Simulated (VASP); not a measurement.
A run of VASP 6.6.1:

INCAR

```
ALGO = Normal
EDIFF = 1E-6
ENCUT = 520
GGA = PS
ISIF = 2
ISMEAR = 0
LASPH = True
LCHARG = False
LREAL = False
LWAVE = False
NBANDS = 15
NELM = 100
PREC = Accurate
SIGMA = 0.1
```

Contents of KPOINTS:

```
k-points
0
Gamma
  16 16 10
```

Contents of POSCAR:

```
FeSi2
1.0
    2.5043413120      0.0000000000      0.0000000000
    0.0000000000      2.5043413120      0.0000000000
    0.0000000000      0.0000000000      4.8953997287
Fe Si
1 2
Direct
    0.0000000000      0.0000000000      0.0000000000
    0.5000000000      0.5000000000      0.2768615426
    0.5000000000      0.5000000000      0.7231384574
```

Potentials or basis: VASP PAW PBE potentials, release 64 (Fe, Si).

Command:

```bash
$ cat potpaw_PBE.64/Fe/POTCAR potpaw_PBE.64/Si/POTCAR > POTCAR
$ mpirun -np 1 vasp_std > vasp.out
```

Hardware: 1 thread of Intel(R) Xeon(R) Platinum 8259CL CPU @ 2.50GHz (Skylake/Cascade Lake), on a shared host.

Q: How long does it take, and how much memory?

A: Run time: 94 s on 1 thread of Intel(R) Xeon(R) Platinum 8259CL CPU @ 2.50GHz (Skylake/Cascade Lake) (shared host), peak memory 0.24 GiB. Counts: scf iterations 13, k points 270.
